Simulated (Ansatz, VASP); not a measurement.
**Al: VASP beside Ansatz**

```
Al
1.0
     2.75252    0.00000    0.00000
    -1.37626    2.38375    0.00000
     0.00000    0.00000    4.69013
Al
2
Direct
  0.66667 0.33333 0.75000
  0.33333 0.66667 0.25000
```

Alike in both runs: task single point; functional PBE; k mesh 18 × 18 × 10; occupations gaussian, width 0.1 eV; no spin polarisation.

```csv
,VASP,Ansatz
version,VASP 6.6.1,Ansatz 0.2.0
potentials or method,"VASP PAW PBE potentials, release 64 (Al), cutoff 520 eV","scalar-relativistic, plane waves, PAW"
valence electrons in the cell,6,6
```

```csv
,VASP,Ansatz,Ansatz less VASP
gap on the k mesh at the Fermi level (eV),none,none,-
pressure (GPa),7.0,7.1,+0.03
"traceless stress, the component that is largest in VASP (GPa)",-1.27,-1.28,-0.011
```

A gap of «none» marks a metal or a gap that the smearing closes.
